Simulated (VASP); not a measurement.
Set up this calculation in VASP 6.6.1, as the native input.

- Task: single point
- Functional: PBE
- Potentials or basis: VASP PAW PBE potentials, release 64 (Sn_d, Te)
- Cutoff: 520 eV
- k mesh: 8 × 8 × 8
- Occupations: fermi-dirac, width 0.02 eV
- Spin: non-collinear spin, zero start, spin-orbit coupling
- Starting moments: [[0.0, 0.0, 0.0], [0.0, 0.0, 0.0]] μB
- Dipole correction: no
- Further INCAR settings: ALGO = Normal; EDIFF = 1e-06; NBANDS = 32

The structure of SnTe lies in POSCAR:

```
SnTe
1.0
    0.0000000000      3.1893301349      3.1893301349
    3.1893301349      0.0000000000      3.1893301349
    3.1893301349      3.1893301349      0.0000000000
Sn Te
1 1
Direct
    0.0000000000      0.0000000000      0.0000000000
    0.5000000000      0.5000000000      0.5000000000
```

The input as run:

INCAR

```
PREC = Accurate
ENCUT = 520
EDIFF = 1E-6
ISMEAR = -1
SIGMA = 0.02
LREAL = False
LASPH = True
NELM = 150
ALGO = Normal
ISIF = 2
LWAVE = False
LCHARG = False
MAGMOM = 0 0 0 0 0 0
LORBIT = 11
LSORBIT = True
GGA_COMPAT = False
LORBMOM = True
GGA = PE
NBANDS = 32
```

KPOINTS

```
Automatic mesh
0
Gamma
  8 8 8
```

Potentials or basis: VASP PAW PBE potentials, release 64 (Sn_d, Te).

Launch:

```console
$ cat potpaw_PBE.64/Sn_d/POTCAR potpaw_PBE.64/Te/POTCAR > POTCAR
$ mpirun -np 1 vasp_ncl > vasp.out
```

It gave:

The pressure is 0.6 GPa and the net moment is 0.00 μB per cell. The valence electrons inside the program's atomic spheres are Sn 12.06; Te 3.37.

It took 2.9 min on 1 thread of Intel Xeon 8259CL, with other jobs on the host, peak memory 0.43 GiB.
